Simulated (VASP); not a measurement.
# AlRu (Pm-3m) in VASP: settings compared

The runs below take AlRu through single point, with BLYP+D3(BJ), PBE.

Everything below comes from runs of VASP 6.6.1. Logs are shortened: lines on timing, memory, paths and dates and some standing lists are left out, and cuts for length are marked.

### Step 1. The cell of the first run

It takes space group Pm-3m (No. 221, cubic). The conventional cell has a = 2.963 Å, b = 2.963 Å, c = 2.963 Å, α = 90.00°, β = 90.00°, γ = 90.00°. Ru (site symmetry m-3m) has 8 Al at 2.57 Å and 6 Ru at 2.96 Å within 3.4 Å. Al (site symmetry m-3m) has 8 Ru at 2.57 Å and 6 Al at 2.96 Å within 3.4 Å.

### Step 2. Single point, BLYP+D3(BJ)

The input, INCAR:

```
PREC = Accurate ; ENCUT = 520
EDIFF = 1E-6 ; ISMEAR = -1
SIGMA = 0.05 ; LREAL = F
LASPH = T ; NELM = 80
ALGO = Normal ; ISIF = 2
LWAVE = F ; LCHARG = F
GGA = B5 ; ALDAX = 1.0
AGGAX = 1.0 ; AGGAC = 1.0
ALDAC = 0.0 ; IVDW = 12
VDW_S6 = 1.0 ; VDW_S8 = 2.6996
VDW_A1 = 0.4298 ; VDW_A2 = 4.2359
NBANDS = 16
```

The input, KPOINTS:

```
Automatic mesh
0
Gamma
  9 9 9
```

The input, POSCAR:

```
AlRu
1.0
    2.9629792511      0.0000000000      0.0000000000
    0.0000000000      2.9629792511      0.0000000000
    0.0000000000      0.0000000000      2.9629792511
Ru Al
1 1
Direct
    0.5000000000      0.5000000000      0.5000000000
    0.0000000000      0.0000000000      0.0000000000
```

Potentials or basis: VASP PAW PBE potentials, release 64 (Ru_pv, Al).

Started as:

```
cat potpaw_PBE.64/Ru_pv/POTCAR potpaw_PBE.64/Al/POTCAR > POTCAR
mpirun -np 1 vasp_std > vasp.out
```

OUTCAR:

```text
PREC = Accurate
   ENCUT = 520
   EDIFF = 1E-6
   ISMEAR = -1
   LREAL = F
   LASPH = T
   NELM = 80
   ISIF = 2
   GGA = B5
   IVDW = 12
 IVDW          = 12

 ion  position               nearest neighbor table
   1  0.500  0.500  0.500-   2 2.57   2 2.57   2 2.57   2 2.57   2 2.57   2 2.57   2 2.57   2 2.57

   2  0.000  0.000  0.000-   1 2.57   1 2.57   1 2.57   1 2.57   1 2.57   1 2.57   1 2.57   1 2.57

  LATTYP: Found a simple cubic cell.
 ALAT       =     2.9629792511

  Lattice vectors:

 A1 = (   2.9629792511,   0.0000000000,   0.0000000000)
 A2 = (   0.0000000000,   2.9629792511,   0.0000000000)
 A3 = (   0.0000000000,   0.0000000000,   2.9629792511)

Analysis of symmetry for initial positions (statically):
=====================================================================
 Subroutine PRICEL returns:
 Original cell was already a primitive cell.

 Routine SETGRP: Setting up the symmetry group for a
 simple cubic supercell.

 Subroutine GETGRP returns: Found 48 space group operations
[... 9 lines left out ...]

 Routine SETGRP: Setting up the symmetry group for a
 simple cubic supercell.

 Subroutine GETGRP returns: Found 48 space group operations
[... 11 lines left out ...]
                                     Primitive cell

  volume of cell :      26.0127

  direct lattice vectors                    reciprocal lattice vectors
     2.962979251  0.000000000  0.000000000     0.337498145  0.000000000  0.000000000
     0.000000000  2.962979251  0.000000000     0.000000000  0.337498145  0.000000000
     0.000000000  0.000000000  2.962979251     0.000000000  0.000000000  0.337498145

  length of vectors
     2.962979251  2.962979251  2.962979251     0.337498145  0.337498145  0.337498145

  position of ions in fractional coordinates (direct lattice)
     0.500000000  0.500000000  0.500000000
     0.000000000  0.000000000  0.000000000

  ion indices of the primitive-cell ions
   primitive index   ion index
                 1           1
                 2           2

----------------------------------------------------------------------------------------

 KPOINTS: Automatic mesh

Automatic generation of k-mesh.
 Grid dimensions read from file:
 generate k-points for:    9    9    9

 Generating k-lattice:

  Cartesian coordinates                     Fractional coordinates (reciprocal lattice)
     0.037499794  0.000000000  0.000000000     0.111111111  0.000000000  0.000000000
     0.000000000  0.037499794  0.000000000     0.000000000  0.111111111  0.000000000
     0.000000000  0.000000000  0.037499794     0.000000000  0.000000000  0.111111111

  Length of vectors
     0.037499794  0.037499794  0.037499794

  Shift w.r.t. Gamma in fractional coordinates (k-lattice)
     0.000000000  0.000000000  0.000000000

 Subroutine IBZKPT returns following result:
 ===========================================

 Found     35 irreducible k-points:

 Following reciprocal coordinates:
            Coordinates               Weight
  0.000000  0.000000  0.000000      1.000000
  0.111111  0.000000  0.000000      6.000000
  0.222222  0.000000  0.000000      6.000000
  0.333333  0.000000  0.000000      6.000000
  0.444444  0.000000  0.000000      6.000000
  0.111111  0.111111  0.000000     12.000000
[... 16 lines left out ...]
  0.333333  0.333333  0.111111     24.000000
  0.444444  0.333333  0.111111     48.000000
 [... further k-points ...]
   k-points           NKPTS =     35   k-points in BZ     NKDIM =     35   number of bands    NBANDS=     16
   number of dos      NEDOS =    301   number of ions     NIONS =      2
   total plane-waves  NPLWV =  13824
   dimension x,y,z NGX =    24 NGY =   24 NGZ =   24
   dimension x,y,z NGXF=    48 NGYF=   48 NGZF=   48
   ions per type =               1   1
   NGX,Y,Z   is equivalent  to a cutoff of  13.47, 13.47, 13.47 a.u.
   NGXF,Y,Z  is equivalent  to a cutoff of  26.93, 26.93, 26.93 a.u.
 SYSTEM =  unknown system
   PREC   = accura    normal or accurate (medium, high low for compatibility)
   ISTART =      0    job   : 0-new  1-cont  2-samecut
   ICHARG =      2    charge: 1-file 2-atom 10-const
   ISPIN  =      1    spin polarized calculation?
   LNONCOLLINEAR =      F non collinear calculations
   LSORBIT =      F    spin-orbit coupling
   LASPH  =      T    aspherical Exc in radial PAW
   ENCUT  =  520.0 eV  38.22 Ry    6.18 a.u.   5.51  5.51  5.51*2*pi/ulx,y,z
   NELM   =     80;   NELMIN=  2; NELMDL= -5     # of ELM steps
   EDIFF  = 0.1E-05   stopping-criterion for ELM
   LREAL  =      F    real-space projection
   EDIFFG = 0.1E-04   stopping-criterion for IOM
   NSW    =      0    number of steps for IOM
   IBRION =     -1    ionic relax: 0-MD 1-quasi-New 2-CG
   NFREE  =      0    steps in history (QN), initial steepest desc. (CG)
   ISIF   =      2    stress and relaxation
   ISYM   =      2    0-nonsym 1-usesym 2-fastsym
   POTIM  = 0.5000    time-step for ionic-motion
   TEBEG  =    0.0;   TEEND  =   0.0 temperature during run
   PSTRESS=    0.0 pullay stress
   NELECT =      17.0000    total number of electrons
   NUPDOWN=      -1.0000    fix difference up-down
   EMIN   =  10.00;   EMAX   =-10.00  energy-range for DOS
   EFERMI =   0.00;   METHOD = LEGACY
   ISMEAR =    -1;   SIGMA  =   0.05  broadening in eV -4-tet -1-fermi 0-gaus
   EFERMI_NEDOS =   21; number of points for ismear=-14 and -15
   IALGO  =     38    algorithm
   IMIX   =      4    mixing-type and parameters
     AMIX     =   0.40;   BMIX     =  1.00
     AMIX_MAG =   1.60;   BMIX_MAG =  1.00
  volume/ion in A,a.u.               =      13.01        87.77
  Fermi-wavevector in a.u.,A,eV,Ry     =   1.420679  2.684693 27.461018  2.018328
  Thomas-Fermi vector in A             =   2.541569
   LORBIT       =      0    0 simple, 1 ext, 2 COOP (PROOUT), +10 PAW based schemes
   GGA     = B5    functional components
   LHFCALC =     F    Hartree Fock is set to
   AEXX    =    0.0000 exact exchange contribution
   IVDW    =    12    specifies the selected vdW correction
   LEPSILON=     F    determine dielectric tensor
   LRPA    =     F    only Hartree local field effects (RPA)
 non-spin polarized calculation
  energy-cutoff  :      520.00
  volume of cell :       26.01
 maximum number of plane-waves:       739
 NGX is ok and might be reduce to    24
   NGX = 11   NGY = 11   NGZ = 11

 number of electron      16.9999997 magnetization

 Free energy of the ion-electron system (eV)
  ---------------------------------------------------
  ext. energy  EPLUGINS =         0.00000000
  ---------------------------------------------------
  free energy    TOTEN  =       -11.86329392 eV

  energy without entropy =      -11.84787256  energy(sigma->0) =      -11.85558324

 E-fermi :  11.5949     XC(G=0): -12.1190

 val. band max:       11.5591506374   @ k =   0.4444   0.1111   0.1111
 cond. band min:      11.6082014513   @ k =   0.4444   0.4444   0.1111
 fundamental gap:      0.0490508139
 Fermi energy:        11.5948820561

 k-point     1 :       0.0000    0.0000    0.0000
  band No.  band energies     occupation
      1     -29.9748      2.00000
      2     -29.9748      2.00000
      3     -29.9748      2.00000
      4       1.9202      2.00000
      5       7.9941      2.00000
      6       7.9941      2.00000
[... 8 lines left out ...]
     15      23.4177      0.00000
     16      27.1526      0.00000

 k-point     2 :       0.1111    0.0000    0.0000
  band No.  band energies     occupation
      1     -30.0027      2.00000
      2     -29.9724      2.00000
      3     -29.9724      2.00000
      4       2.1626      2.00000
      5       8.0778      2.00000
      6       8.0805      2.00000
[... 8 lines left out ...]
     15      23.7848      0.00000
     16      27.9235      0.00000

 k-point     3 :       0.2222    0.0000    0.0000
  band No.  band energies     occupation
      1     -30.0728      2.00000
      2     -29.9664      2.00000
      3     -29.9664      2.00000
      4       2.8619      2.00000
      5       8.1698      2.00000
      6       8.3015      2.00000
[... 8 lines left out ...]
     15      24.6709      0.00000
     16      28.9863      0.00000

 k-point     4 :       0.3333    0.0000    0.0000
  band No.  band energies     occupation
      1     -30.1519      2.00000
      2     -29.9596      2.00000
      3     -29.9596      2.00000
      4       3.9393      2.00000
      5       7.7906      2.00000
      6       8.5803      2.00000
[... 8 lines left out ...]
     15      25.1157      0.00000
     16      26.9352      0.00000

 k-point     5 :       0.4444    0.0000    0.0000
  band No.  band energies     occupation
      1     -30.2029      2.00000
      2     -29.9552      2.00000
      3     -29.9552      2.00000
      4       5.2601      2.00000
      5       6.7277      2.00000
      6       8.7795      2.00000
[... 8 lines left out ...]
     15      25.1351      0.00000
     16      25.1351      0.00000

 k-point     6 :       0.1111    0.1111    0.0000
  band No.  band energies     occupation
      1     -30.0014      2.00000
      2     -29.9990      2.00000
      3     -29.9701      2.00000
      4       2.4003      2.00000
      5       8.1520      2.00000
      6       8.1850      2.00000
[... 8 lines left out ...]
     15      24.1713      0.00000
     16      28.5179      0.00000
[... 267 lines left out ...]
 k-point    21 :       0.3333    0.2222    0.1111
  band No.  band energies     occupation
      1     -30.1373      2.00000
      2     -30.0517      2.00000
      3     -29.9778      2.00000
      4       4.7921      2.00000
      5       8.0174      2.00000
      6       8.9654      2.00000
[... 8 lines left out ...]
     15      24.6593      0.00000
     16      26.6653      0.00000

 k-point    22 :       0.4444    0.2222    0.1111
  band No.  band energies     occupation
      1     -30.1872      2.00000
      2     -30.0464      2.00000
      3     -29.9731      2.00000
      4       5.7419      2.00000
      5       7.2231      2.00000
      6       9.1114      2.00000
[... 8 lines left out ...]
     15      23.7786      0.00000
     16      25.7953      0.00000

 k-point    23 :       0.3333    0.3333    0.1111
  band No.  band energies     occupation
      1     -30.1300      2.00000
      2     -30.1259      2.00000
      3     -29.9706      2.00000
      4       5.3593      2.00000
      5       7.9223      2.00000
      6       9.1601      2.00000
[... 8 lines left out ...]
     15      25.4072      0.00000
     16      26.5660      0.00000

 k-point    24 :       0.4444    0.3333    0.1111
  band No.  band energies     occupation
      1     -30.1772      2.00000
      2     -30.1219      2.00000
      3     -29.9659      2.00000
      4       5.7315      2.00000
      5       7.8811      2.00000
      6       9.1036      2.00000
[... 8 lines left out ...]
     15      25.0546      0.00000
     16      25.5188      0.00000

 [... further k-points ...]

------------------------ aborting loop because EDIFF is reached ----------------------------------------

 Edisp (eV)   -2.45894

 E8    (eV) :    -1.8385

  FORCE on cell =-STRESS in cart. coord.  units (eV):
  Direction    XX          YY          ZZ          XY          YZ          ZX
  --------------------------------------------------------------------------------------
  -------------------------------------------------------------------------------------
  Total       0.09372     0.09372     0.09372     0.00000     0.00000    -0.00000
  in kB       5.77253     5.77253     5.77253     0.00000     0.00000    -0.00000
  external pressure =        5.77 kB  Pullay stress =        0.00 kB

 VOLUME and BASIS-vectors are now :
 -----------------------------------------------------------------------------
  energy-cutoff  :      520.00
  volume of cell :       26.01
      direct lattice vectors                 reciprocal lattice vectors
     2.962979251  0.000000000  0.000000000     0.337498145  0.000000000  0.000000000
     0.000000000  2.962979251  0.000000000     0.000000000  0.337498145  0.000000000
     0.000000000  0.000000000  2.962979251     0.000000000  0.000000000  0.337498145

 POSITION                                       TOTAL-FORCE (eV/Angst)
 -----------------------------------------------------------------------------------
      1.48149      1.48149      1.48149         0.000000      0.000000      0.000000
      0.00000      0.00000      0.00000         0.000000      0.000000      0.000000
 -----------------------------------------------------------------------------------
    total drift:                                0.000000     -0.000000     -0.000000

  FREE ENERGIE OF THE ION-ELECTRON SYSTEM (eV)
  ---------------------------------------------------
  free  energy   TOTEN  =       -14.3222301135 eV

  energy  without entropy=      -14.3068087558  energy(sigma->0) =      -14.31451943
```

It took 16 s on 1 thread of Intel Xeon Platinum 8259CL at 2.50GHz (Skylake/Cascade Lake), shared host; peak memory 0.15 GiB.

What came out:

- Free energy: -14.3222 eV
- Pressure: 0.6 GPa
- Dispersion energy per atom: -1.229 eV

Caveat: the PAW data sets were made with another functional, which shifts forces and pressure a little; pairwise dispersion overbinds metals, which lowers pressure and volume.

### Step 3. Single point, PBE

This run uses another cell than the first one, of 13.39 Å³/atom, 1.029 times its volume.

The input, INCAR:

```
PREC     = Accurate       # precision mode
ENCUT    = 520            # plane-wave cutoff, eV
EDIFF    = 1E-6           # SCF threshold, eV
ISMEAR   = 0              # smearing method
SIGMA    = 0.013000000000000001 # smearing width, eV
LREAL    = F              # projectors in reciprocal space
LASPH    = T              # aspherical terms in the spheres
NELM     = 60             # most SCF steps
ALGO     = Normal         # electronic algorithm
ISIF     = 2              # what is computed and relaxed
LWAVE    = F              # write WAVECAR
LCHARG   = T              # write CHGCAR
GGA      = PE             # functional
LELF     = T              # ELF
LVHAR    = T            
NBANDS   = 16             # bands
```

The input, KPOINTS:

```
regular mesh
0
Gamma
  9 9 9
```

The input, POSCAR:

```
AlRu
1.0
    2.9916000000      0.0000000000      0.0000000000
    0.0000000000      2.9916000000      0.0000000000
    0.0000000000      0.0000000000      2.9916000000
Ru Al
1 1
Direct
    0.5000000000      0.5000000000      0.5000000000
    0.0000000000      0.0000000000      0.0000000000
```

Potentials or basis: VASP PAW PBE potentials, release 64 (Ru_pv, Al).

Started as:

```
cat potpaw_PBE.64/Ru_pv/POTCAR potpaw_PBE.64/Al/POTCAR > POTCAR
mpirun -np 1 vasp_std > vasp.out
```

OUTCAR:

```text
PREC = Accurate
   ENCUT = 520
   EDIFF = 1E-6
   ISMEAR = 0
   LREAL = F
   LASPH = T
   NELM = 60
   ISIF = 2
   GGA = PE

 ion  position               nearest neighbor table
   1  0.500  0.500  0.500-   2 2.59   2 2.59   2 2.59   2 2.59   2 2.59   2 2.59   2 2.59   2 2.59

   2  0.000  0.000  0.000-   1 2.59   1 2.59   1 2.59   1 2.59   1 2.59   1 2.59   1 2.59   1 2.59

  LATTYP: Found a simple cubic cell.
 ALAT       =     2.9916000000

  Lattice vectors:

[... 641 lines left out ...]

 [... further k-points ...]

------------------------ aborting loop because EDIFF is reached ----------------------------------------

  FORCE on cell =-STRESS in cart. coord.  units (eV):
  Direction    XX          YY          ZZ          XY          YZ          ZX
  --------------------------------------------------------------------------------------
  -------------------------------------------------------------------------------------
  Total        0.4175688      0.4175688      0.4175688      0.0000000      0.0000000     -0.0000000
  in kB       24.9878014     24.9878014     24.9878014      0.0000000      0.0000000     -0.0000000
  external PRESSURE =      24.9878014 kB  Pullay stress =       0.0000000 kB

 VOLUME and BASIS-vectors are now :
 -----------------------------------------------------------------------------
  energy-cutoff  :      520.00
  volume of cell :       26.77
      direct lattice vectors                 reciprocal lattice vectors
     2.991600000  0.000000000  0.000000000     0.334269287  0.000000000  0.000000000
     0.000000000  2.991600000  0.000000000     0.000000000  0.334269287  0.000000000
     0.000000000  0.000000000  2.991600000     0.000000000  0.000000000  0.334269287

 POSITION                                       TOTAL-FORCE (eV/Angst)
 -----------------------------------------------------------------------------------
      1.49580      1.49580      1.49580         0.000000      0.000000      0.000000
      0.00000      0.00000      0.00000         0.000000      0.000000      0.000000
 -----------------------------------------------------------------------------------
    total drift:                                0.000000     -0.000000     -0.000000

  FREE ENERGIE OF THE ION-ELECTRON SYSTEM (eV)
  ---------------------------------------------------
  free  energy   TOTEN  =       -14.2514051488 eV

  energy  without entropy=      -14.2510294989  energy(sigma->0) =      -14.25121732
```

stdout:

```text
POSCAR found type information on POSCAR RuAl
 POSCAR found :  2 types and       2 ions
 scaLAPACK will be used
 LDA part: xc-table for (Slater+PW92), standard interpolation
 POSCAR, INCAR and KPOINTS ok, starting setup
 FFT: planning ... GRIDC
 FFT: planning ... GRID_SOFT
 FFT: planning ... GRID
 WAVECAR not read
 entering main loop
```

Wall time 10 s (1 thread of Intel Xeon Platinum 8259CL at 2.50GHz (Skylake/Cascade Lake), shared host); peak memory 0.14 GiB.

Results:

```
Free energy : -14.2514 eV
Pressure    : 2.5 GPa
```

[end of part 1 of 2]
